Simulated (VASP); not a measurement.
**Br: relaxation of cell and atoms with PBE+D3(BJ)**

Crystal: Br.

```
Br
1.0
     4.59764    0.00000    0.00000
     0.00000    4.59764    0.00000
     0.00000    0.00000    4.59764
Br
3
Direct
  0.50000 0.00000 0.00000
  0.00000 0.50000 0.00000
  0.00000 0.00000 0.50000
```

* Program: VASP 6.6.1
* Task: relaxation of cell and atoms
* Functional: PBE
* Dispersion: D3(BJ)
* Potentials or basis: VASP PAW PBE potentials, release 64 (Br)
* Cutoff: 600 eV
* k mesh: 10 × 10 × 10
* Occupations: gaussian, width 0.1 eV
* Spin: no spin polarisation
* Dipole correction: no
* Further INCAR settings: ALGO = Normal; EDIFF = 1e-06; IBRION = 2; EDIFFG = -0.005; NSW = 100; ISIF = 3

| Quantity | Value |
| --- | --- |
| Relaxed volume | 30.02 Å³/atom |
| Relaxed cell | a = 4.482 Å, b = 4.482 Å, c = 4.482 Å, α = 90.00°, β = 90.00°, γ = 90.00° |
| Space group after relaxing (to 0.1 Å) | Pm-3m (No. 221) |
| Energy gained by relaxing | 14.7 meV/atom |
| Ionic steps | 3 |
| Pressure after relaxing | 0.0 GPa |
| Band gap on the k mesh | zero (an odd number of electrons rules out a gap without spin polarisation) |
| Dispersion energy per atom | -0.238 eV |

Step by step:
| step | energy change (eV) | largest force (eV/Å) | pressure (GPa) | volume (Å³) |
| --- | --- | --- | --- | --- |
| 1 | 0.0000 | 0.0000 | -1.81 | 97.19 |
| 2 | -0.0397 | 0.0000 | -0.64 | 92.13 |
| 3 | -0.0441 | 0.0000 | -0.02 | 90.06 |

Final structure:
```yaml
crystal:
  lattice:
    - [4.48245, 0.00000, 0.00000]
    - [0.00000, 4.48245, 0.00000]
    - [0.00000, 0.00000, 4.48245]
  atoms:
    - { symbol: Br, position: [0.50000, 0.00000, 0.00000] }
    - { symbol: Br, position: [0.00000, 0.50000, 0.00000] }
    - { symbol: Br, position: [0.00000, 0.00000, 0.50000] }
```

Levels at points of the mesh, in eV from the Fermi level:
```
           k point  band 7  band 8  band 9  band 10  band 11  band 12  band 13  band 14
(0.00, 0.00, 0.00)   -1.08   -1.08   -1.08     0.35     0.35     0.35     4.75     7.38
(0.50, 0.00, 0.00)   -2.18   -1.97   -1.97    -1.62    -0.10    -0.10     7.22     8.13
(0.50, 0.50, 0.00)   -2.05   -2.05   -1.89    -1.89     0.28     0.57     8.10     8.65
(0.50, 0.50, 0.50)   -4.03    0.34    0.34     0.60     0.60     0.60     5.23     9.49
```

Run time: 3.1 min on 1 thread of Intel Xeon 8259CL (shared host), peak memory 0.3 GiB.

Caveat: an odd number of electrons without spin polarisation forces a metal; a magnetic or distorted state may lie lower.
